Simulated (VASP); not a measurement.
# Os (P6/mmm) in VASP: further runs, part 2 of 2

VASP 6.6.1. The steps go on from the part before.

### 4 Relaxation of shape and atoms at fixed volume, PBE

This run uses another cell than the first one, of 8.81 Å³/atom.

The input, INCAR:

```
SYSTEM = Os
ALGO = Normal
EDIFF = 1E-6
EDIFFG = -0.005
ENCUT = 600
GGA = PE
IBRION = 2
ISIF = 4
ISMEAR = -1
LASPH = .TRUE.
LCHARG = .FALSE.
LREAL = .FALSE.
LWAVE = .FALSE.
NELM = 100
NSW = 50
PREC = Accurate
SIGMA = 0.1
```

The input, KPOINTS:

```
k-points
0
G
  9 9 13
  0 0 0
```

The input, POSCAR:

```
Os
1.0
    3.6459274379      0.0000000000      0.0000000000
   -1.8229637189      3.1574657815      0.0000000000
    0.0000000000      0.0000000000      2.2958245988
Os
3
Direct
    0.0000000000      0.0000000000      0.0000000000
    0.3333333333      0.6666666667      0.5000000000
    0.6666666667      0.3333333333      0.5000000000
```

Potentials or basis: VASP PAW PBE potentials, release 64 (Os).

The run is started by

```bash
$ cat potpaw_PBE.64/Os/POTCAR > POTCAR
$ mpirun -np 1 vasp_std > vasp.out
```

OUTCAR:

```text
SYSTEM = Os
   EDIFF = 1E-6
   EDIFFG = -0.005
   ENCUT = 600
   GGA = PE
   IBRION = 2
   ISIF = 4
   ISMEAR = -1
   LASPH = .TRUE.
   LREAL = .FALSE.
   NELM = 100
   NSW = 50
   PREC = Accurate

 ion  position               nearest neighbor table
   1  0.000  0.000  0.000-   2 2.40   3 2.40   2 2.40   3 2.40   2 2.40   2 2.40   3 2.40   3 2.40
                             3 2.40   3 2.40   2 2.40   2 2.40
   2  0.333  0.667  0.500-   3 2.10   3 2.10   3 2.10   1 2.40   1 2.40   1 2.40   1 2.40   1 2.40
                             1 2.40   3 3.11   3 3.11   3 3.11   3 3.11   3 3.11   3 3.11
   3  0.667  0.333  0.500-   2 2.10   2 2.10   2 2.10   1 2.40   1 2.40   1 2.40   1 2.40   1 2.40
                             1 2.40   2 3.11   2 3.11   2 3.11   2 3.11   2 3.11   2 3.11

  LATTYP: Found a hexagonal cell.
 ALAT       =     3.6459274379
 C/A-ratio  =     0.6296956365

  Lattice vectors:

 A1 = (   3.6459274379,   0.0000000000,   0.0000000000)
 A2 = (  -1.8229637189,   3.1574657815,   0.0000000000)
 A3 = (   0.0000000000,   0.0000000000,   2.2958245988)

Analysis of symmetry for initial positions (statically):
=====================================================================
 Subroutine PRICEL returns:
 Original cell was already a primitive cell.

 Routine SETGRP: Setting up the symmetry group for a
 hexagonal supercell.

 Subroutine GETGRP returns: Found 24 space group operations
 (whereof 24 operations were pure point group operations)
 out of a pool of 24 trial point group operations.

The static configuration has the point symmetry D_6h.

Analysis of symmetry for dynamics (positions and initial velocities):
=====================================================================
 Subroutine PRICEL returns:
 Original cell was already a primitive cell.

 Routine SETGRP: Setting up the symmetry group for a
 hexagonal supercell.

 Subroutine GETGRP returns: Found 24 space group operations
 (whereof 24 operations were pure point group operations)
 out of a pool of 24 trial point group operations.

The dynamic configuration has the point symmetry D_6h.

 Subroutine INISYM returns: Found 24 space group operations
 (whereof 24 operations are pure point group operations),
 and found     1 'primitive' translations

----------------------------------------------------------------------------------------

                                     Primitive cell

  volume of cell :      26.4293

  direct lattice vectors                    reciprocal lattice vectors
     3.645927438  0.000000000  0.000000000     0.274278635  0.158354844  0.000000000
    -1.822963719  3.157465782  0.000000000     0.000000000  0.316709687  0.000000000
     0.000000000  0.000000000  2.295824599     0.000000000  0.000000000  0.435573345

  length of vectors
     3.645927438  3.645927438  2.295824599     0.316709687  0.316709687  0.435573345

  position of ions in fractional coordinates (direct lattice)
     0.000000000  0.000000000  0.000000000
     0.333333333  0.666666667  0.500000000
     0.666666667  0.333333333  0.500000000

  ion indices of the primitive-cell ions
   primitive index   ion index
                 1           1
                 2           2
                 3           3
[... 67 lines left out ...]
   LNONCOLLINEAR =      F non collinear calculations
   LSORBIT =      F    spin-orbit coupling
   LASPH  =      T    aspherical Exc in radial PAW
   ENCUT  =  600.0 eV  44.10 Ry    6.64 a.u.   7.28  7.28  4.59*2*pi/ulx,y,z
   NELM   =    100;   NELMIN=  2; NELMDL= -5     # of ELM steps
   EDIFF  = 0.1E-05   stopping-criterion for ELM
   LREAL  =      F    real-space projection
   EDIFFG = -.5E-02   stopping-criterion for IOM
   NSW    =     50    number of steps for IOM
   IBRION =      2    ionic relax: 0-MD 1-quasi-New 2-CG
   NFREE  =      1    steps in history (QN), initial steepest desc. (CG)
   ISIF   =      4    stress and relaxation
   ISYM   =      2    0-nonsym 1-usesym 2-fastsym
   POTIM  = 0.5000    time-step for ionic-motion
   TEBEG  =    0.0;   TEEND  =   0.0 temperature during run
   PSTRESS=    0.0 pullay stress
   NELECT =      24.0000    total number of electrons
   NUPDOWN=      -1.0000    fix difference up-down
   EMIN   =  10.00;   EMAX   =-10.00  energy-range for DOS
   EFERMI =   0.00;   METHOD = LEGACY
   ISMEAR =    -1;   SIGMA  =   0.10  broadening in eV -4-tet -1-fermi 0-gaus
   EFERMI_NEDOS =   21; number of points for ismear=-14 and -15
   IALGO  =     38    algorithm
   IMIX   =      4    mixing-type and parameters
     AMIX     =   0.40;   BMIX     =  1.00
     AMIX_MAG =   1.60;   BMIX_MAG =  1.00
  volume/ion in A,a.u.               =       8.81        59.45
  Fermi-wavevector in a.u.,A,eV,Ry     =   1.585319  2.995819 34.194675  2.513238
  Thomas-Fermi vector in A             =   2.684802
   LORBIT       =      0    0 simple, 1 ext, 2 COOP (PROOUT), +10 PAW based schemes
   GGA     = PE    functional components
   LHFCALC =     F    Hartree Fock is set to
   AEXX    =    0.0000 exact exchange contribution
   IVDW    =     0    specifies the selected vdW correction
   LEPSILON=     F    determine dielectric tensor
   LRPA    =     F    only Hartree local field effects (RPA)
 conjugate gradient relaxation of ions
 non-spin polarized calculation
  energy-cutoff  :      600.00
  volume of cell :       26.43
 maximum number of plane-waves:       915
 NGX is ok and might be reduce to    30
   NGX = 15   NGY = 15   NGZ =  9

--------------------------------------- Ionic step        1  -------------------------------------------

 number of electron      23.9999996 magnetization

 Free energy of the ion-electron system (eV)
  ---------------------------------------------------
  ext. energy  EPLUGINS =         0.00000000
  ---------------------------------------------------
  free energy    TOTEN  =       -11.05575483 eV

  energy without entropy =      -11.01360318  energy(sigma->0) =      -11.03467901

------------------------ aborting loop because EDIFF is reached ----------------------------------------

  FORCE on cell =-STRESS in cart. coord.  units (eV):
  Direction    XX          YY          ZZ          XY          YZ          ZX
  --------------------------------------------------------------------------------------
  -------------------------------------------------------------------------------------
  Total      107.6866016    107.6866016     95.7706812      0.0000000      0.0000000      0.0000000
  in kB     6528.1011584   6528.1011581   5805.7426441      0.0000001      0.0000000      0.0000000
  external PRESSURE =    6287.3149869 kB  Pullay stress =       0.0000000 kB
[... 92 lines left out ...]
  FREE ENERGIE OF THE ION-ELECTRON SYSTEM (eV)
  ---------------------------------------------------
  free  energy   TOTEN  =       -11.1616222645 eV

  energy  without entropy=      -11.1176016072  energy(sigma->0) =      -11.13961194

[... ionic steps 4 to 12 ...]

--------------------------------------- Ionic step       13  -------------------------------------------

 number of electron      24.0000001 magnetization

------------------------ aborting loop because EDIFF is reached ----------------------------------------
[... 69 lines left out ...]
--------------------------------------- Ionic step       15  -------------------------------------------

 number of electron      24.0000001 magnetization

 Free energy of the ion-electron system (eV)
  ---------------------------------------------------
  ext. energy  EPLUGINS =         0.00000000
  ---------------------------------------------------
  free energy    TOTEN  =       -11.16363813 eV

  energy without entropy =      -11.11925717  energy(sigma->0) =      -11.14144765

 E-fermi :  18.6661     XC(G=0): -16.8207

 val. band max:       18.6657870192   @ k =   0.1111   0.0000   0.2308
 cond. band min:      18.6851930777   @ k =   0.1111   0.0000   0.3077
 fundamental gap:      0.0194060586
 Fermi energy:        18.6660773527

 k-point     1 :       0.0000    0.0000    0.0000
  band No.  band energies     occupation
      1       3.0133      2.00000
      2       4.8713      2.00000
      3      10.3262      2.00000
      4      11.5509      2.00000
      5      11.5509      2.00000
      6      11.5880      2.00000
[... 433 lines left out ...]
      3       6.4039      2.00000
      4       9.0770      2.00000
      5       9.0770      2.00000
      6       9.7804      2.00000
[... 8 lines left out ...]
     15      21.4647      0.00000
     16      22.4993      0.00000

 [... further k-points ...]

------------------------ aborting loop because EDIFF is reached ----------------------------------------

  FORCE on cell =-STRESS in cart. coord.  units (eV):
  Direction    XX          YY          ZZ          XY          YZ          ZX
  --------------------------------------------------------------------------------------
  -------------------------------------------------------------------------------------
  Total      103.3030987    103.3030985    103.2903990      0.0000000     -0.0000000      0.0000000
  in kB     6262.3675366   6262.3675292   6261.5976693      0.0000025     -0.0000000      0.0000000
  external PRESSURE =    6262.1109117 kB  Pullay stress =       0.0000000 kB
[... 18 lines left out ...]
  FREE ENERGIE OF THE ION-ELECTRON SYSTEM (eV)
  ---------------------------------------------------
  free  energy   TOTEN  =       -11.1636381346 eV

  energy  without entropy=      -11.1192571655  energy(sigma->0) =      -11.14144765

 reached required accuracy - stopping structural energy minimisation
```

OSZICAR:

```text
N       E                     dE             d eps       ncg     rms          rms(c)
DAV:   1     0.288252554426E+03    0.28825E+03   -0.13546E+04  2736   0.174E+03
DAV:   2     0.214447369430E+01   -0.28611E+03   -0.27931E+03  2840   0.601E+02
[... 79 lines left out ...]
DAV:   1    -0.111636361163E+02   -0.25124E-05   -0.15208E-05  2728   0.324E-02    0.227E-03
DAV:   2    -0.111636359777E+02    0.13860E-06   -0.29916E-07  1400   0.693E-03
  14 F= -.11163636E+02 E0= -.11141450E+02  d E =-.556991E-05
       N       E                     dE             d eps       ncg     rms          rms(c)
DAV:   1    -0.111636386200E+02   -0.25037E-05   -0.60473E-05  2752   0.646E-02    0.453E-03
DAV:   2    -0.111636381346E+02    0.48548E-06   -0.12497E-06  1968   0.138E-02
  15 F= -.11163638E+02 E0= -.11141448E+02  d E =-.772676E-05
```

It took 3.1 min on 1 thread of Intel Xeon Platinum 8259CL at 2.50GHz (Skylake/Cascade Lake), shared host; peak memory 0.17 GiB.

The run converged, but its numbers aren't listed here, since they failed a check.

Caveat: spin-orbit coupling is left out, which moves the levels of the heavy elements.

### 5 Relaxation of shape and atoms at fixed volume, PBE

This run uses another cell than the first one, of 11.75 Å³/atom.

The input, INCAR:

```
SYSTEM = Os
PREC = Accurate
ENCUT = 600
EDIFF = 1E-6
ISMEAR = -1
SIGMA = 0.1
LREAL = .FALSE.
LASPH = .TRUE.
NELM = 60
ALGO = Normal
ISIF = 4
LWAVE = .FALSE.
LCHARG = .FALSE.
GGA = PE
IBRION = 2
NSW = 50
EDIFFG = -0.005
```

The input, KPOINTS:

```
Automatic mesh
0
G
  9 9 13
  0 0 0
```

The input, POSCAR:

```
Os
1.0
    4.0128623849      0.0000000000      0.0000000000
   -2.0064311924      3.4752407672      0.0000000000
    0.0000000000      0.0000000000      2.5268819339
Os
3
Direct
    0.0000000000      0.0000000000      0.0000000000
    0.3333333333      0.6666666667      0.5000000000
    0.6666666667      0.3333333333      0.5000000000
```

The run is started by

```bash
$ cat potpaw_PBE.64/Os/POTCAR > POTCAR
$ mpirun -np 1 vasp_std > vasp.out
```

Wall time 97 s (1 thread of Intel Xeon Platinum 8259CL at 2.50GHz (Skylake/Cascade Lake), shared host); peak memory 0.19 GiB.

It converged, with:

- Free energy: -29.5843 eV
- Energy gained by relaxing: 6.7 meV/atom
- Ionic steps: 4
- Pressure after relaxing: 143.0 GPa
- Band gap on the k mesh: zero (bands 12 and 13 overlap by 3.56 eV)

Step by step:
```csv
step,energy change (eV),largest force (eV/Å),pressure (GPa),volume (Å³)
1,0.0000,0.0000,143.77,35.24
2,0.2113,0.0000,142.98,35.24
3,-0.0200,0.0000,143.00,35.24
4,-0.0200,0.0000,142.97,35.24
```

Final structure:
```
Os
1.0
     4.03287    0.00000    0.00000
    -2.01644    3.49257    0.00000
     0.00000    0.00000    2.50187
Os
3
Direct
  0.00000 0.00000 0.00000
  0.33333 0.66667 0.50000
  0.66667 0.33333 0.50000
```

Levels at points of the mesh, in eV from the Fermi level:
| k point | band 10 | band 11 | band 12 | band 13 | band 14 | band 15 |
| --- | --- | --- | --- | --- | --- | --- |
| (0.00, 0.00, 0.00) | -3.30 | -2.04 | -2.04 | -2.00 | -2.00 | 3.40 |

Caveat: spin-orbit coupling is left out, which moves the levels of the heavy elements.

### 6 Relaxation of shape and atoms at fixed volume, PBE

This run uses another cell than the first one, of 13.21 Å³/atom.

The input, INCAR:

```
SYSTEM = Os
PREC     = Accurate       ! precision mode
ENCUT    = 600            ! plane-wave cutoff, eV
EDIFF    = 1E-6           ! SCF threshold, eV
ISMEAR   = -1             ! smearing method
SIGMA    = 0.1            ! smearing width, eV
LREAL    = .FALSE.        ! projectors in reciprocal space
LASPH    = .TRUE.         ! aspherical terms in the spheres
NELM     = 100            ! most SCF steps
ALGO     = Normal         ! electronic algorithm
ISIF     = 4              ! what is computed and relaxed
LWAVE    = .FALSE.        ! write WAVECAR
LCHARG   = .FALSE.        ! write CHGCAR
GGA      = PE             ! functional
IBRION   = 2              ! ionic algorithm
NSW      = 50             ! ionic steps
EDIFFG   = -0.005         ! ionic threshold
```

KPOINTS is that of step 5.

The input, POSCAR:

```
Os
1.0
    4.1735450654      0.0000000000      0.0000000000
   -2.0867725327      3.6143960505      0.0000000000
    0.0000000000      0.0000000000      2.6280631167
Os
3
Direct
    0.0000000000      0.0000000000      0.0000000000
    0.3333333333      0.6666666667      0.5000000000
    0.6666666667      0.3333333333      0.5000000000
```

Potentials or basis: VASP PAW PBE potentials, release 64 (Os).

The run is started by

```bash
$ cat potpaw_PBE.64/Os/POTCAR > POTCAR
$ mpirun -np 1 vasp_std > vasp.out
```

It took 1.9 min on 1 thread of Intel Xeon Platinum 8259CL at 2.50GHz (Skylake/Cascade Lake), shared host; peak memory 0.21 GiB.

The run converged. Its results:

```yaml
Free_energy: -32.1249 eV
Energy_gained_by_relaxing: 1.5 meV/atom
Ionic_steps: 3
Pressure_after_relaxing: 50.9 GPa
Band_gap_on_the_k_mesh: zero (bands 12 and 13 overlap by 3.02 eV)
```

Step by step:
| step | energy change (eV) | largest force (eV/Å) | pressure (GPa) | volume (Å³) |
| --- | --- | --- | --- | --- |
| 1 | 0.0000 | 0.0000 | 51.24 | 39.64 |
| 2 | 0.0194 | 0.0000 | 50.42 | 39.64 |
| 3 | -0.0045 | 0.0000 | 50.89 | 39.64 |

Final structure:
```
Os
1.0
     4.18477    0.00000    0.00000
    -2.09239    3.62412    0.00000
     0.00000    0.00000    2.61398
Os
3
Direct
  0.00000 0.00000 0.00000
  0.33333 0.66667 0.50000
  0.66667 0.33333 0.50000
```

Levels at points of the mesh, in eV from the Fermi level:
```
           k point  band 9  band 10  band 11  band 12  band 13  band 14  band 15  band 16
(0.00, 0.00, 0.00)   -2.77    -2.77    -1.76    -1.76    -1.71    -1.71     2.77     2.77
```

Caveat: spin-orbit coupling is left out, which moves the levels of the heavy elements.

### 7 Overview

```csv
task,cell,cutoff (eV),gap on the mesh (eV),pressure (GPa)
single point,"a = 4.323, b = 4.323, c = 2.722 Å, angles 90.0, 90.0, 120.0°, 3 atoms",520,none,-0.2
relaxation of shape and atoms at fixed volume,"relaxed from a = 4.013, b = 4.013, c = 2.527 Å, angles 90.0, 90.0, 120.0°, 3 atoms",600,none,143.0
relaxation of shape and atoms at fixed volume,"relaxed from a = 4.174, b = 4.174, c = 2.628 Å, angles 90.0, 90.0, 120.0°, 3 atoms",600,none,50.9
```

Alike in all rows: level PBE; potentials or basis VASP PAW PBE potentials, release 64 (Os); no spin polarisation; k mesh 9 × 9 × 13; smearing fermi-dirac 0.1 eV.

Caveats: spin-orbit coupling is left out, which moves the levels of the heavy elements.

Total energies depend on the potentials used, so only differences within one code and one set of settings carry meaning.

The gap in the log of VASP goes by the Fermi energy; the results here count the filled bands.